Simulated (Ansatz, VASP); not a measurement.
**One calculation of GaSb, two programs**

```
Ga Sb
1.0
     3.42882    0.00000    0.00000
    -1.71441    2.96945    0.00000
     0.00000    0.00000    4.80584
Ga Sb
1 1
Cartesian
  0.0000 0.0000 2.4029
  1.7144 0.9898 0.0000
```

Change from the starting cell: species swapped into the AgPt type (P-6m2, No. 187).

Alike in both runs: functional PBE; k mesh 7 × 7 × 4; occupations gaussian, width 0.2 eV; no spin polarisation.

Ansatz relaxed the structure, and its values are those at the end. VASP's run is a single point on that final structure, the one shown.

|  | VASP | Ansatz |
| --- | --- | --- |
| version | VASP 6.6.1 | Ansatz 0.2.0 |
| potentials or method | VASP PAW PBE potentials, release 64 (Ga_d, Sb), cutoff 500 eV | scalar-relativistic, plane waves, PAW |
| valence electrons in the cell | 18 | 28 |

Ansatz gave:

| Quantity | Value |
| --- | --- |
| gap on the k mesh at the Fermi level (eV) | none |
| pressure (GPa) | -0.2 |

Q: What did VASP give for the same quantities?

A: gap on the k mesh at the Fermi level (eV): none; pressure (GPa): -0.3.

A gap of «none» marks a metal or a gap that the smearing closes. The functional is the same, so the differences come from potentials, cutoffs and numerics. VASP's potentials hold 18 valence electrons a cell and Ansatz's 28, so a difference there can come from the potentials and not from the codes.

Neither program's run includes spin-orbit coupling.
